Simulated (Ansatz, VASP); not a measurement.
# One calculation of C, two programs

```
CELL_PARAMETERS angstrom
0.00000 1.77690 1.77690
1.77690 0.00000 1.77690
1.77690 1.77690 0.00000
ATOMIC_POSITIONS crystal
C 0.50000 0.50000 0.50000
C 0.75000 0.75000 0.75000
```

Alike in both runs: functional PBEsol; k mesh 12 × 12 × 12; occupations gaussian, width 0.02 eV; no spin polarisation.

Ansatz relaxed the structure, and its values are those at the end. VASP's run is a single point on that final structure, the one shown.

|  | VASP | Ansatz |
| --- | --- | --- |
| version | VASP 6.6.1 | Ansatz 0.2.0 |
| potentials or method | VASP PAW PBE potentials, release 64 (C_h), cutoff 910 eV | scalar-relativistic, plane waves, PAW |
| valence electrons in the cell | 8 | 8 |

```csv
,VASP,Ansatz,Ansatz less VASP
gap on the k mesh at the Fermi level (eV),4.07,4.07,0.000
least direct gap on the mesh (eV),5.57,5.57,-0.005
```

VASP's potentials were made for PBE, not for PBEsol.

Noted on VASP's run: the cutoff is short for stress, so the pressure is rough.
